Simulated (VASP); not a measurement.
# HgPbBr6 (R-3) in VASP: single point with PBEsol

Aim: the single point of HgPbBr6 with PBEsol.

All numbers are computed with VASP 6.6.1; they aren't measurements. Logs are shortened: lines on timing, memory, paths and dates and some standing lists are left out, and cuts for length are marked.

### Step 1. The cell of the first run

The structure is trigonal, space group R-3 (No. 148). The conventional cell has a = 6.751 Å, b = 6.751 Å, c = 18.708 Å, α = 90.00°, β = 90.00°, γ = 120.00°. Hg (site symmetry -3) has 6 Br at 2.78 Å within 3.7 Å. Pb (site symmetry -3) has 6 Br at 2.75 Å within 3.6 Å. Br (site symmetry 1) has 1 Pb at 2.75 Å and 1 Hg at 2.78 Å within 3.6 Å.

### Step 2. Single point, PBEsol

Contents of INCAR:

```
SYSTEM = HgPbBr6
  PREC = Accurate
  ENCUT = 500
  EDIFF = 1E-6
  ISMEAR = -1
  SIGMA = 0.03
  LREAL = .FALSE.
  LASPH = .TRUE.
  NELM = 120
  ALGO = Normal
  ISIF = 2
  LWAVE = .FALSE.
  LCHARG = .TRUE.
  GGA = PS
  LELF = .TRUE.
  LVHAR = .TRUE.
  NBANDS = 48
  GGA_COMPAT = .FALSE.
```

Contents of KPOINTS:

```
regular mesh
0
G
  4 4 4
  0 0 0
```

Contents of POSCAR:

```
HgPbBr6
1.0
    3.3753953299      1.9487854023      6.2359277849
   -3.3753953299      1.9487854023      6.2359277849
    0.0000000000     -3.8975708047      6.2359277849
Hg Pb Br
1 1 6
Direct
    0.5000000000      0.5000000000      0.5000000000
    0.0000000000      0.0000000000      0.0000000000
    0.5754787070      0.9285485234      0.2450540082
    0.9285485234      0.2450540082      0.5754787070
    0.7549459918      0.4245212930      0.0714514766
    0.0714514766      0.7549459918      0.4245212930
    0.4245212930      0.0714514766      0.7549459918
    0.2450540082      0.5754787070      0.9285485234
```

Potentials or basis: VASP PAW PBE potentials, release 64 (Hg_sv_GW, Pb_d, Br).

On the command line:

```
$ cat potpaw_PBE.64/Hg_sv_GW/POTCAR potpaw_PBE.64/Pb_d/POTCAR potpaw_PBE.64/Br/POTCAR > POTCAR
$ mpirun -np 1 vasp_std > vasp.out
```

OUTCAR:

```text
SYSTEM = HgPbBr6
   PREC = Accurate
   ENCUT = 500
   EDIFF = 1E-6
   ISMEAR = -1
   LREAL = .FALSE.
   LASPH = .TRUE.
   NELM = 120
   ISIF = 2
   GGA = PS

 ion  position               nearest neighbor table
   1  0.500  0.500  0.500-   3 2.78   7 2.78   6 2.78   4 2.78   5 2.78   8 2.78
   2  0.000  0.000  0.000-   3 2.75   7 2.75   5 2.75   8 2.75   4 2.75   6 2.75
   3  0.575  0.929  0.245-   2 2.75   1 2.78
   4  0.929  0.245  0.575-   2 2.75   1 2.78
   5  0.755  0.425  0.071-   2 2.75   1 2.78
   6  0.071  0.755  0.425-   2 2.75   1 2.78
   7  0.425  0.071  0.755-   2 2.75   1 2.78
   8  0.245  0.575  0.929-   2 2.75   1 2.78

  LATTYP: Found a trigonal (rhomboedric) cell.
 ALAT       =     7.3537645812
 COS(alpha) =     0.5786336590

  Lattice vectors:

 A1 = (   3.3753953299,   1.9487854023,   6.2359277849)
 A2 = (  -3.3753953299,   1.9487854023,   6.2359277849)
 A3 = (   0.0000000000,  -3.8975708047,   6.2359277849)

Analysis of symmetry for initial positions (statically):
=====================================================================
 Subroutine PRICEL returns:
 Original cell was already a primitive cell.

 Routine SETGRP: Setting up the symmetry group for a
 trigonal (rhombohedral) supercell.

 Subroutine GETGRP returns: Found  6 space group operations
 (whereof  6 operations were pure point group operations)
 out of a pool of 12 trial point group operations.

The static configuration has the point symmetry S_6 .

Analysis of symmetry for dynamics (positions and initial velocities):
=====================================================================
 Subroutine PRICEL returns:
 Original cell was already a primitive cell.

 Routine SETGRP: Setting up the symmetry group for a
 trigonal (rhombohedral) supercell.

 Subroutine GETGRP returns: Found  6 space group operations
 (whereof  6 operations were pure point group operations)
 out of a pool of 12 trial point group operations.

The dynamic configuration has the point symmetry S_6 .

 Subroutine INISYM returns: Found  6 space group operations
 (whereof  6 operations are pure point group operations),
 and found     1 'primitive' translations

----------------------------------------------------------------------------------------

                                     Primitive cell

  volume of cell :     246.1166

[... 93 lines left out ...]
   IBRION =     -1    ionic relax: 0-MD 1-quasi-New 2-CG
   NFREE  =      0    steps in history (QN), initial steepest desc. (CG)
   ISIF   =      2    stress and relaxation
   ISYM   =      2    0-nonsym 1-usesym 2-fastsym
   POTIM  = 0.5000    time-step for ionic-motion
   TEBEG  =    0.0;   TEEND  =   0.0 temperature during run
   PSTRESS=    0.0 pullay stress
   NELECT =      76.0000    total number of electrons
   NUPDOWN=      -1.0000    fix difference up-down
   EMIN   =  10.00;   EMAX   =-10.00  energy-range for DOS
   EFERMI =   0.00;   METHOD = LEGACY
   ISMEAR =    -1;   SIGMA  =   0.03  broadening in eV -4-tet -1-fermi 0-gaus
   EFERMI_NEDOS =   21; number of points for ismear=-14 and -15
   IALGO  =     38    algorithm
   IMIX   =      4    mixing-type and parameters
     AMIX     =   0.40;   BMIX     =  1.00
     AMIX_MAG =   1.60;   BMIX_MAG =  1.00
  volume/ion in A,a.u.               =      30.76       207.61
  Fermi-wavevector in a.u.,A,eV,Ry     =   1.106536  2.091051 16.659283  1.224423
  Thomas-Fermi vector in A             =   2.243039
   LORBIT       =      0    0 simple, 1 ext, 2 COOP (PROOUT), +10 PAW based schemes
   GGA     = PS    functional components
   LHFCALC =     F    Hartree Fock is set to
   AEXX    =    0.0000 exact exchange contribution
   IVDW    =     0    specifies the selected vdW correction
   LEPSILON=     F    determine dielectric tensor
   LRPA    =     F    only Hartree local field effects (RPA)
 non-spin polarized calculation
  energy-cutoff  :      500.00
  volume of cell :      246.12
 maximum number of plane-waves:      6304
 NGX is ok and might be reduce to    54
   NGX = 27   NGY = 27   NGZ = 27

 number of electron      76.0000007 magnetization

 Free energy of the ion-electron system (eV)
  ---------------------------------------------------
  ext. energy  EPLUGINS =         0.00000000
  ---------------------------------------------------
  free energy    TOTEN  =       -18.53717295 eV

  energy without entropy =      -18.53434171  energy(sigma->0) =      -18.53575733

 E-fermi :   0.8089     XC(G=0):  -8.8272

 val. band max:        0.6844942748   @ k =  -0.2500   0.2500   0.0000
 cond. band min:       0.8210728429   @ k =   0.0000   0.0000   0.0000
 fundamental gap:      0.1365785681
 Fermi energy:         0.8088639798

 k-point     1 :       0.0000    0.0000    0.0000
  band No.  band energies     occupation
      1    -112.8446      2.00000
      2     -61.1793      2.00000
      3     -61.1793      2.00000
      4     -61.1580      2.00000
      5     -15.6382      2.00000
      6     -15.6382      2.00000
[... 703 lines left out ...]
     47       9.2402      0.00000
     48       9.3603      0.00000

------------------------ aborting loop because EDIFF is reached ----------------------------------------

  FORCE on cell =-STRESS in cart. coord.  units (eV):
  Direction    XX          YY          ZZ          XY          YZ          ZX
  --------------------------------------------------------------------------------------
  -------------------------------------------------------------------------------------
  Total       -0.2229666     -0.2229666     -0.1834675     -0.0000010      0.0000000      0.0000000
  in kB       -1.4514742     -1.4514742     -1.1943424     -0.0000066      0.0000000      0.0000000
  external PRESSURE =      -1.3657636 kB  Pullay stress =       0.0000000 kB

 VOLUME and BASIS-vectors are now :
 -----------------------------------------------------------------------------
  energy-cutoff  :      500.00
  volume of cell :      246.12
      direct lattice vectors                 reciprocal lattice vectors
     3.375395330  1.948785402  6.235927785     0.148130797  0.085523355  0.053453687
    -3.375395330  1.948785402  6.235927785    -0.148130797  0.085523355  0.053453687
     0.000000000 -3.897570805  6.235927785     0.000000000 -0.171046711  0.053453687

 POSITION                                       TOTAL-FORCE (eV/Angst)
 -----------------------------------------------------------------------------------
      0.00000     -0.00000      9.35389        -0.000000      0.000000      0.000000
      0.00000      0.00000      0.00000        -0.000000      0.000000      0.000000
     -1.19175      1.97591     10.90714        -0.005438     -0.001871     -0.004487
      2.30706      0.04413     10.90714         0.001099      0.005645     -0.004487
      1.11531      2.02004      7.80064        -0.004339      0.003774      0.004487
     -2.30706     -0.04413      7.80064        -0.001099     -0.005645      0.004487
      1.19175     -1.97591      7.80064         0.005438      0.001871      0.004487
     -1.11531     -2.02004     10.90714         0.004339     -0.003774     -0.004487
 -----------------------------------------------------------------------------------
    total drift:                                0.000000     -0.000000      0.000000

  FREE ENERGIE OF THE ION-ELECTRON SYSTEM (eV)
  ---------------------------------------------------
  free  energy   TOTEN  =       -18.5371729479 eV

  energy  without entropy=      -18.5343417137  energy(sigma->0) =      -18.53575733
```

It took 2.6 min on 1 thread of Intel Xeon 6975P-C (Granite Rapids), shared host; peak memory 0.47 GiB.

Results:

| Property | Result |
| --- | --- |
| Free energy | -18.5372 eV |
| Pressure | -0.1 GPa |
| Largest force | 0.007 eV/Å |
| Band gap on the k mesh | 0.14 eV (least direct gap 0.15 eV) |

Forces on the atoms (eV/Å):
```
Hg   0.000  0.000  0.000
Pb   0.000  0.000  0.000
Br  -0.005 -0.002 -0.004
Br   0.001  0.006 -0.004
Br  -0.004  0.004  0.004
Br  -0.001 -0.006  0.004
Br   0.005  0.002  0.004
Br   0.004 -0.004 -0.004
```

Caveat: the PAW data sets were made with another functional, which shifts forces and pressure a little; spin-orbit coupling is left out, which moves the levels of the heavy elements. A k mesh can miss the band edges.
